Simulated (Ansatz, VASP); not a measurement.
**HfN in VASP and in Ansatz**

INCAR

```
PREC     = Accurate       # precision mode
ENCUT    = 520            # plane-wave cutoff, eV
EDIFF    = 1E-6           # SCF threshold, eV
ISMEAR   = 0              # smearing method
SIGMA    = 0.15           # smearing width, eV
LREAL    = False          # projectors in reciprocal space
LASPH    = True           # aspherical terms in the spheres
NELM     = 80             # most SCF steps
ALGO     = Normal         # electronic algorithm
ISIF     = 2              # what is computed and relaxed
LWAVE    = False          # write WAVECAR
LCHARG   = False          # write CHGCAR
GGA      = PE             # functional
NBANDS   = 14             # bands
```

KPOINTS

```
Automatic mesh
0
Gamma
  18 18 18
```

POSCAR

```
HfN
1.0
    0.0000000000      2.2590000000      2.1686400000
    2.2590000000      0.0000000000      2.1686400000
    2.2590000000      2.2590000000      0.0000000000
Hf N
1 1
Direct
    0.0000000000      0.0000000000      0.0000000000
    0.5000000000      0.5000000000      0.5000000000
```

Input for Ansatz:

```yaml
crystal:
  lattice:
    - [0.0, 2.259, 2.16864]
    - [2.259, 0.0, 2.16864]
    - [2.259, 2.259, 0.0]
  atoms:
    - { symbol: Hf, position: [0.0, 0.0, 0.0] }
    - { symbol: "N", position: [0.5, 0.5, 0.5] }
basis:
  ecutwfc: 420
kpoints:
  mp_grid: { grid: [18, 18, 18] }
hamiltonian:
  xc: pbe
scf:
  occupations: { method: gaussian, width: 0.15 }
output:
  forces: true
  stress: true
  eigenvalues: true
```

Change from the starting cell: strain +0.000 along x and y, -0.040 along z, atoms carried along.

Alike in both runs: task single point; functional PBE; k mesh 18 × 18 × 18; occupations gaussian, width 0.15 eV; no spin polarisation.

|  | VASP | Ansatz |
| --- | --- | --- |
| version | VASP 6.6.1 | Ansatz 0.2.0 |
| potentials or method | VASP PAW PBE potentials, release 64 (Hf_pv, N), cutoff 520 eV | scalar-relativistic, plane waves, PAW |
| valence electrons in the cell | 15 | 31 |

Ansatz gave:

```
gap on the k mesh at the Fermi level (eV)                     : none
pressure (GPa)                                                : 19.4
traceless stress, the component that is largest in VASP (GPa) : 17.51
```

Task: Estimate VASP's values.

Result: gap on the k mesh at the Fermi level (eV): none; pressure (GPa): 16.9; traceless stress, the component that is largest in VASP (GPa): 17.42.

A gap of «none» marks a metal or a gap that the smearing closes. The functional is the same, so the differences come from potentials, cutoffs and numerics. VASP's potentials hold 15 valence electrons a cell and Ansatz's 31, so a difference there can come from the potentials and not from the codes.

Neither program's run includes spin-orbit coupling.
